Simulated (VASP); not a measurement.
Cr: single point with PBEsol

Crystal: Cr.

```
CELL_PARAMETERS angstrom
-1.40773 1.40773 1.40773
1.40773 -1.40773 1.40773
1.40773 1.40773 -1.40773
ATOMIC_POSITIONS crystal
Cr 0.00000 0.00000 0.00000
```

| Item | Value |
| --- | --- |
| Program | VASP 6.6.1 |
| Task | single point |
| Functional | PBEsol |
| Potentials or basis | VASP PAW PBE potentials, release 64 (Cr_pv) |
| Cutoff | 520 eV |
| k mesh | 10 × 10 × 10 |
| Occupations | gaussian, width 0.1 eV |
| Spin | no spin polarisation |

```json
{
  "Pressure": "-0.4 GPa",
  "Band gap on the k mesh": "zero (band 6 reaches 13.89 eV, above the bottom of band 7 at 10.35 eV)"
}
```

Levels at points of the mesh, in eV from the Fermi level:
| k point | band 3 | band 4 | band 5 | band 6 | band 7 | band 8 | band 9 | band 10 |
| --- | --- | --- | --- | --- | --- | --- | --- | --- |
| (0.00, 0.00, 0.00) | -42.59 | -8.05 | -1.01 | -1.01 | -1.01 | 1.11 | 1.11 | 7.04 |
| (0.50, 0.00, 0.00) | -42.60 | -4.68 | -2.64 | 1.13 | 1.16 | 1.47 | 2.95 | 7.04 |
| (0.50, 0.50, 0.50) | -43.30 | -4.61 | -4.61 | 2.53 | 2.53 | 2.53 | 7.04 | 10.84 |

Run time: 2.9 s on 1 thread of Intel(R) Xeon(R) 6975P-C (Granite Rapids), on a shared host, peak memory 0.12 GiB.

Caveat: the PAW data sets were made with another functional, which shifts forces and pressure a little; the run has no spin polarisation, though such a crystal can be magnetic. Spin polarisation is off, so any magnetic state and its effect on volume and gap are missing.
